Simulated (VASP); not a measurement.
# ZrC (Imm2) in VASP: electric field gradients with PBE

Aim: the electric field gradients of ZrC with PBE.

All numbers are computed with VASP 6.6.1; they aren't measurements. Logs are shortened: lines on timing, memory, paths and dates and some standing lists are left out, and cuts for length are marked.

**1. The cell of the first run**

It takes space group Imm2 (No. 44, orthorhombic). The conventional cell has a = 3.324 Å, b = 4.700 Å, c = 3.324 Å, α = 90.00°, β = 90.00°, γ = 90.00°. Zr (site symmetry mm2) has 6 C at 2.21 to 2.50 Å within 2.9 Å. C (site symmetry mm2) has 6 Zr at 2.21 to 2.50 Å within 2.9 Å.

**2. Electric field gradients, PBE (atom 1 (Zr) moved by [0.141421, 0.141421, 0.0] A)**

File INCAR:

```
PREC = Accurate
ENCUT = 520
EDIFF = 1E-8
ISMEAR = -1
SIGMA = 0.05
LREAL = False
LASPH = True
NELM = 100
ALGO = Normal
ISIF = 2
LWAVE = False
LCHARG = False
GGA = PE
LEFG = True
NBANDS = 15
```

File KPOINTS:

```
Automatic mesh
0
Gamma
  15 15 15
```

File POSCAR:

```
ZrC
1.0
    0.0000000000      2.3502100000      2.3502100000
    2.3502100000      0.0000000000      2.3502100000
    2.3502100000      2.3502100000      0.0000000000
Zr C
1 1
Direct
    0.5000000000      0.5000000000      0.5601737717
    0.0000000000      0.0000000000      0.0000000000
```

Potentials or basis: VASP PAW PBE potentials, release 64 (Zr_sv, C).

The run is started by

```bash
> cat potpaw_PBE.64/Zr_sv/POTCAR potpaw_PBE.64/C/POTCAR > POTCAR
> mpirun -np 1 vasp_std > vasp.out
```

OUTCAR:

```text
PREC = Accurate
   ENCUT = 520
   EDIFF = 1E-8
   ISMEAR = -1
   LREAL = False
   LASPH = True
   NELM = 100
   ISIF = 2
   GGA = PE

 ion  position               nearest neighbor table
   1  0.500  0.500  0.560-   2 2.21   2 2.21   2 2.36   2 2.36   2 2.50   2 2.50
   2  0.000  0.000  0.000-   1 2.21   1 2.21   1 2.36   1 2.36   1 2.50   1 2.50

  LATTYP: Found a face centered cubic cell.
 ALAT       =     4.7004200000

  Lattice vectors:

 A1 = (   0.0000000000,   2.3502100000,   2.3502100000)
 A2 = (   2.3502100000,   0.0000000000,   2.3502100000)
 A3 = (   2.3502100000,   2.3502100000,   0.0000000000)

Analysis of symmetry for initial positions (statically):
=====================================================================
 Subroutine PRICEL returns:
 Original cell was already a primitive cell.

 Routine SETGRP: Setting up the symmetry group for a
 face centered cubic supercell.

 Subroutine GETGRP returns: Found  4 space group operations
 (whereof  4 operations were pure point group operations)
 out of a pool of 48 trial point group operations.

The static configuration has the point symmetry C_2v.

Analysis of symmetry for dynamics (positions and initial velocities):
=====================================================================
 Subroutine PRICEL returns:
 Original cell was already a primitive cell.

 Routine SETGRP: Setting up the symmetry group for a
 face centered cubic supercell.

 Subroutine GETGRP returns: Found  4 space group operations
 (whereof  4 operations were pure point group operations)
 out of a pool of 48 trial point group operations.

The dynamic configuration has the point symmetry C_2v.

 Subroutine INISYM returns: Found  4 space group operations
 (whereof  4 operations are pure point group operations),
 and found     1 'primitive' translations

----------------------------------------------------------------------------------------

                                     Primitive cell

  volume of cell :      25.9627

  direct lattice vectors                    reciprocal lattice vectors
     0.000000000  2.350210000  2.350210000    -0.212746946  0.212746946  0.212746946
     2.350210000  0.000000000  2.350210000     0.212746946 -0.212746946  0.212746946
     2.350210000  2.350210000  0.000000000     0.212746946  0.212746946 -0.212746946

  length of vectors
     3.323698856  3.323698856  3.323698856     0.368488520  0.368488520  0.368488520

  position of ions in fractional coordinates (direct lattice)
     0.500000000  0.500000000  0.560173772
     0.000000000  0.000000000  0.000000000

  ion indices of the primitive-cell ions
   primitive index   ion index
                 1           1
                 2           2

----------------------------------------------------------------------------------------

 KPOINTS: Automatic mesh

Automatic generation of k-mesh.
 Grid dimensions read from file:
 generate k-points for:   15   15   15

 Generating k-lattice:

  Cartesian coordinates                     Fractional coordinates (reciprocal lattice)
    -0.014183130  0.014183130  0.014183130     0.066666667  0.000000000  0.000000000
     0.014183130 -0.014183130  0.014183130     0.000000000  0.066666667  0.000000000
     0.014183130  0.014183130 -0.014183130     0.000000000  0.000000000  0.066666667

  Length of vectors
     0.024565901  0.024565901  0.024565901

  Shift w.r.t. Gamma in fractional coordinates (k-lattice)
     0.000000000  0.000000000  0.000000000

 Subroutine IBZKPT returns following result:
 ===========================================

 Found    512 irreducible k-points:

 Following reciprocal coordinates:
            Coordinates               Weight
  0.000000  0.000000  0.000000      1.000000
  0.066667  0.000000  0.000000      4.000000
  0.000000  0.000000  0.066667      4.000000
  0.133333  0.000000  0.000000      4.000000
  0.000000  0.000000  0.133333      4.000000
  0.200000  0.000000  0.000000      4.000000
[... 16 lines left out ...]
  0.000000  0.200000  0.066667      8.000000
  0.066667  0.000000  0.200000      8.000000
 [... further k-points ...]
   k-points           NKPTS =    512   k-points in BZ     NKDIM =    512   number of bands    NBANDS=     15
   number of dos      NEDOS =    301   number of ions     NIONS =      2
   total plane-waves  NPLWV =  21952
   dimension x,y,z NGX =    28 NGY =   28 NGZ =   28
   dimension x,y,z NGXF=    56 NGYF=   56 NGZF=   56
   ions per type =               1   1
   NGX,Y,Z   is equivalent  to a cutoff of  14.01, 14.01, 14.01 a.u.
   NGXF,Y,Z  is equivalent  to a cutoff of  28.01, 28.01, 28.01 a.u.
 SYSTEM =  unknown system
   PREC   = accura    normal or accurate (medium, high low for compatibility)
   ISTART =      0    job   : 0-new  1-cont  2-samecut
   ICHARG =      2    charge: 1-file 2-atom 10-const
   ISPIN  =      1    spin polarized calculation?
   LNONCOLLINEAR =      F non collinear calculations
   LSORBIT =      F    spin-orbit coupling
   LASPH  =      T    aspherical Exc in radial PAW
   ENCUT  =  520.0 eV  38.22 Ry    6.18 a.u.   6.18  6.18  6.18*2*pi/ulx,y,z
   NELM   =    100;   NELMIN=  2; NELMDL= -5     # of ELM steps
   EDIFF  = 0.1E-07   stopping-criterion for ELM
   LREAL  =      F    real-space projection
   EDIFFG = 0.1E-06   stopping-criterion for IOM
   NSW    =      0    number of steps for IOM
   IBRION =     -1    ionic relax: 0-MD 1-quasi-New 2-CG
   NFREE  =      0    steps in history (QN), initial steepest desc. (CG)
   ISIF   =      2    stress and relaxation
   ISYM   =      2    0-nonsym 1-usesym 2-fastsym
   POTIM  = 0.5000    time-step for ionic-motion
   TEBEG  =    0.0;   TEEND  =   0.0 temperature during run
   PSTRESS=    0.0 pullay stress
   NELECT =      16.0000    total number of electrons
   NUPDOWN=      -1.0000    fix difference up-down
   EMIN   =  10.00;   EMAX   =-10.00  energy-range for DOS
   EFERMI =   0.00;   METHOD = LEGACY
   ISMEAR =    -1;   SIGMA  =   0.05  broadening in eV -4-tet -1-fermi 0-gaus
   EFERMI_NEDOS =   21; number of points for ismear=-14 and -15
   IALGO  =     38    algorithm
   IMIX   =      4    mixing-type and parameters
     AMIX     =   0.40;   BMIX     =  1.00
     AMIX_MAG =   1.60;   BMIX_MAG =  1.00
  volume/ion in A,a.u.               =      12.98        87.60
  Fermi-wavevector in a.u.,A,eV,Ry     =   1.393151  2.632673 26.407131  1.940869
  Thomas-Fermi vector in A             =   2.516825
   LORBIT       =      0    0 simple, 1 ext, 2 COOP (PROOUT), +10 PAW based schemes
   GGA     = PE    functional components
   LHFCALC =     F    Hartree Fock is set to
   AEXX    =    0.0000 exact exchange contribution
   IVDW    =     0    specifies the selected vdW correction
   LEPSILON=     F    determine dielectric tensor
   LRPA    =     F    only Hartree local field effects (RPA)
 non-spin polarized calculation
  energy-cutoff  :      520.00
  volume of cell :       25.96
 maximum number of plane-waves:       725
 NGX is ok and might be reduce to    28
   NGX = 13   NGY = 13   NGZ = 13

 number of electron      16.0000000 magnetization

 Free energy of the ion-electron system (eV)
  ---------------------------------------------------
  ext. energy  EPLUGINS =         0.00000000
  ---------------------------------------------------
  free energy    TOTEN  =       -19.32961417 eV

  energy without entropy =      -19.32857238  energy(sigma->0) =      -19.32909327

 E-fermi :   9.7500     XC(G=0): -12.1155

 val. band max:        9.7269008287   @ k =   0.0000   0.0667   0.0667
 cond. band min:       9.7619383207   @ k =   0.0000   0.2667   0.2667
 fundamental gap:      0.0350374920
 Fermi energy:         9.7500385849

 k-point     1 :       0.0000    0.0000    0.0000
  band No.  band energies     occupation
      1     -38.4894      2.00000
      2     -16.2102      2.00000
      3     -16.2093      2.00000
      4     -16.2092      2.00000
      5      -1.6530      2.00000
      6       9.4292      1.99674
      7       9.5330      1.97428
      8       9.8965      0.10146
      9      10.6828      0.00000
     10      11.5889      0.00000
     11      11.8499      0.00000
     12      12.8930      0.00000
     13      13.2764      0.00000
     14      16.8019      0.00000
[... 401 lines left out ...]
      2     -16.4704      2.00000
      3     -16.2549      2.00000
      4     -16.2369      2.00000
      5      -0.9182      2.00000
      6       7.4697      2.00000
      7       8.2845      2.00000
      8       8.7505      2.00000
      9      10.9636      0.00000
     10      12.1032      0.00000
     11      12.5361      0.00000
     12      14.7493      0.00000
     13      15.8294      0.00000
     14      18.4110      0.00000
     15      21.8806      0.00000

 [... further k-points ...]

------------------------ aborting loop because EDIFF is reached ----------------------------------------

  FORCE on cell =-STRESS in cart. coord.  units (eV):
  Direction    XX          YY          ZZ          XY          YZ          ZX
  --------------------------------------------------------------------------------------
  -------------------------------------------------------------------------------------
  Total        1.0450290      1.0450290      0.1056612     -0.2809317      0.0000000      0.0000000
  in kB       64.4894850     64.4894850      6.5204251    -17.3364943      0.0000000      0.0000000
  external PRESSURE =      45.1664650 kB  Pullay stress =       0.0000000 kB

 VOLUME and BASIS-vectors are now :
 -----------------------------------------------------------------------------
  energy-cutoff  :      520.00
  volume of cell :       25.96
      direct lattice vectors                 reciprocal lattice vectors
     0.000000000  2.350210000  2.350210000    -0.212746946  0.212746946  0.212746946
     2.350210000  0.000000000  2.350210000     0.212746946 -0.212746946  0.212746946
     2.350210000  2.350210000  0.000000000     0.212746946  0.212746946 -0.212746946

 POSITION                                       TOTAL-FORCE (eV/Angst)
 -----------------------------------------------------------------------------------
      2.49163      2.49163      2.35021        -0.934212     -0.934212      0.000000
      0.00000      0.00000      0.00000         0.934212      0.934212      0.000000
 -----------------------------------------------------------------------------------
    total drift:                               -0.000007     -0.000007      0.000000

  FREE ENERGIE OF THE ION-ELECTRON SYSTEM (eV)
  ---------------------------------------------------
  free  energy   TOTEN  =       -19.3296141696 eV

  energy  without entropy=      -19.3285723756  energy(sigma->0) =      -19.32909327

 Electric field gradients (V/A^2)
---------------------------------------------------------------------
 ion       V_xx      V_yy      V_zz      V_xy      V_xz      V_yz
---------------------------------------------------------------------
   1      -8.611    -8.611    17.223    16.715    -0.000    -0.000
   2      -1.867    -1.867     3.735     3.881    -0.000    -0.000
---------------------------------------------------------------------

 Electric field gradients after diagonalization (V/A^2)
 (convention: |V_zz| > |V_xx| > |V_yy|)
----------------------------------------------------------------------
 ion       V_xx      V_yy      V_zz     asymmetry (V_yy - V_xx)/ V_zz
----------------------------------------------------------------------
   1      17.223     8.104   -25.327       0.360
   2       3.735     2.014    -5.749       0.299
----------------------------------------------------------------------

           NMR quadrupolar parameters

 Cq : quadrupolar parameter    Cq=e*Q*V_zz/h
 eta: asymmetry parameters     (V_yy - V_xx)/ V_zz
 Q  : nuclear electric quadrupole moment in mb (millibarn)
----------------------------------------------------------------------
 ion       Cq(MHz)       eta       Q (mb)
----------------------------------------------------------------------
   1      -0.061       0.360       1.000
   2      -0.014       0.299       1.000
----------------------------------------------------------------------
```

It took 4.6 min on 1 thread of Intel Xeon Platinum 8259CL at 2.50GHz (Skylake/Cascade Lake), shared host; peak memory 0.32 GiB.

Results:

| Property | Result |
| --- | --- |
| Free energy | -19.3296 eV |
| Pressure | 4.5 GPa |
| Largest force | 1.321 eV/Å |
| Band gap on the k mesh | zero (bands 8 and 9 overlap by 0.17 eV) |
| Largest electric field gradient by atom | Zr -25.3; C -5.7 V/Å² |

Forces on the atoms (eV/Å):
```
Zr  -0.934 -0.934  0.000
C    0.934  0.934  0.000
```

Stress tensor (GPa, compression positive):
```
 6.45 -1.73  0.00
-1.73  6.45  0.00
 0.00  0.00  0.65
```

Electric field gradients, principal values (V/Å²):
| atom | least | middle | greatest (by size) |
| --- | --- | --- | --- |
| 1 Zr | 8.104 | 17.223 | -25.327 |
| 2 C | 2.014 | 3.735 | -5.749 |

Caveat: the cell differs from its parent crystal (atom 1 (Zr) moved by [0.141421, 0.141421, 0.0] A); the cell stands under pressure; without QUAD_EFG the Cq values of the log hold for a quadrupole moment of 1 mb, not for the nuclei; forces of over 1 eV/Å act on the atoms, so gaps and moduli don't describe the material at rest.
